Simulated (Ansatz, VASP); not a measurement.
**One calculation of Cu, two programs**

```
Cu
1.0
     1.24236   -4.05437    0.00000
     1.24236    4.05437    0.00000
     0.00000    0.00000    2.52405
Cu
2
Direct
  0.86613 0.13387 0.75000
  0.13387 0.86613 0.25000
```

Change from the starting cell: volume scaled by 1.06.

Alike in both runs: task single point; functional PBE; k mesh 11 × 11 × 11; occupations fermi-dirac, width 0.05 eV; no spin polarisation.

|  | VASP | Ansatz |
| --- | --- | --- |
| version | VASP 6.6.1 | Ansatz 0.2.0 |
| potentials or method | VASP PAW PBE potentials, release 64 (Cu), cutoff 520 eV | all-electron LAPW, scalar-relativistic |

VASP gave:

- gap on the k mesh at the Fermi level (eV): none
- pressure (GPa): -0.9
- traceless stress, the component that is largest in VASP (GPa): -0.63
- rms of the force components (eV/Å): 0.011

Question: What did Ansatz give for the same quantities?

Answer: gap on the k mesh at the Fermi level (eV): none; pressure (GPa): -1.5; traceless stress, the component that is largest in VASP (GPa): -0.69; rms of the force components (eV/Å): 0.013.

Atom by atom the forces differ by 0.002 eV/Å (rms over components). A gap of «none» marks a metal or a gap that the smearing closes. Ansatz ran all-electron here, and VASP with PAW potentials.
